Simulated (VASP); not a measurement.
A run of VASP 6.6.1 is set up as follows.

INCAR

```
SYSTEM = Sn
PREC     = Accurate       ! precision mode
ENCUT    = 520            ! plane-wave cutoff, eV
EDIFF    = 1E-6           ! SCF threshold, eV
ISMEAR   = -1             ! smearing method
SIGMA    = 0.05           ! smearing width, eV
LREAL    = .False.        ! projectors in reciprocal space
LASPH    = .True.         ! aspherical terms in the spheres
NELM     = 60             ! most SCF steps
ALGO     = Fast           ! electronic algorithm
ISIF     = 2              ! what is computed and relaxed
LWAVE    = .False.        ! write WAVECAR
LCHARG   = .False.        ! write CHGCAR
GGA      = PE             ! functional
NBANDS   = 13             ! bands
```

File KPOINTS:

```
Automatic mesh
0
Gamma
  10 10 10
  0 0 0
```

Contents of POSCAR:

```
Sn
1.0
   -1.9071995479      1.9071995479      1.9071995479
    1.9071995479     -1.9071995479      1.9071995479
    1.9071995479      1.9071995479     -1.9071995479
Sn
1
Direct
    0.0000000000      0.0000000000      0.0000000000
```

Potentials or basis: VASP PAW PBE potentials, release 64 (Sn_d).

Run with:

```console
$ cat potpaw_PBE.64/Sn_d/POTCAR > POTCAR
$ mpirun -np 1 vasp_std > vasp.out
```

Q: What does it give for the band gap on the k mesh?

A: Zero (band 7 reaches 15.62 eV, above the bottom of band 8 at 5.63 eV).

Q: Predict the pressure.

A: -0.2 GPa.

Caveat: spin-orbit coupling is left out, which moves the levels of the heavy elements.
